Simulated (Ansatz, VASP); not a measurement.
One calculation of HgH3, two programs

```xyz
4
Lattice="-1.6944 1.6944 3.7848 1.6944 -1.6944 3.7848 1.6944 1.6944 -3.7848" Properties=species:S:1:pos:R:3 pbc="T T T"
Hg    0.0000    0.0000    0.0000
H     0.0000    0.0000    3.7848
H     1.6944    0.0000    1.8924
H     0.0000    1.6944    1.8924
```

Alike in both runs: task single point; functional PBE; k mesh 8 × 8 × 8; occupations gaussian, width 0.1 eV; no spin polarisation.

```csv
,VASP,Ansatz
version,VASP 6.6.1,Ansatz 0.2.0
potentials or method,"VASP PAW PBE potentials, release 64 (Hg, H), cutoff 520 eV","scalar-relativistic, plane waves, PAW"
valence electrons in the cell,15,23
```

|  | VASP | Ansatz | Ansatz less VASP |
| --- | --- | --- | --- |
| gap on the k mesh at the Fermi level (eV) | none | none | - |
| pressure (GPa) | -10.9 | -11.0 | -0.08 |
| traceless stress, the component that is largest in VASP (GPa) | 2.38 | 2.43 | +0.053 |

A gap of «none» marks a metal or a gap that the smearing closes. VASP's potentials hold 15 valence electrons a cell and Ansatz's 23, so a difference there can come from the potentials and not from the codes.

Spin-orbit coupling is off throughout.
